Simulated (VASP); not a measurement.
# ScAlN2: single point with PBE

The system is ScAlN2.

```xyz
4
Lattice="1.5277 0.8820 4.9358 -1.5277 0.8820 4.9358 0.0000 -1.7640 4.9358" Properties=species:S:1:pos:R:3 pbc="T T T"
Sc    1.5277    0.8820    4.9358
Al    0.0000    0.0000    7.4038
N     0.0000    0.0000    3.6064
N     0.0000    0.0000   11.2011
```

```json
{
 "Program": "VASP 6.6.1",
 "Task": "single point",
 "Functional": "PBE",
 "Potentials or basis": "VASP PAW PBE potentials, release 64 (Sc_sv, Al, N)",
 "Cutoff": "520 eV",
 "k mesh": "8 × 8 × 8",
 "Occupations": "gaussian, width 0.01 eV",
 "Spin": "no spin polarisation"
}
```

* Pressure: 0.6 GPa
* Largest force: 0.072 eV/Å
* Band gap on the k mesh: 0.78 eV, indirect (least direct gap 2.60 eV)

Forces in eV/Å, atoms in the order of the input:
```
Sc   0.000  0.000  0.000
Al   0.000  0.000  0.000
N    0.000  0.000 -0.072
N    0.000  0.000  0.072
```

Stress tensor (GPa, compression positive):
```
0.53 0.00 0.00
0.00 0.53 0.00
0.00 0.00 0.62
```

Levels at points of the mesh, in eV from the valence-band top:
```
           k point  band 10  band 11  band 12  band 13  band 14  band 15
(0.00, 0.00, 0.00)    -0.35    -0.35     0.00     3.03     3.19     3.19
(0.50, 0.00, 0.00)    -3.12    -1.80    -1.08     2.11     5.22     5.38
(0.50, 0.50, 0.00)    -2.24    -2.19    -1.82     0.78     4.82     5.21
(0.50, 0.50, 0.50)    -1.93    -0.91    -0.91     2.96     3.35     3.35
```

Wall time 2 min on 1 thread of Intel Xeon 6975P-C, with other jobs on the host, peak memory 0.26 GiB.

A k mesh can miss the band edges. As with any semilocal functional, this PBE gap is likely too small.
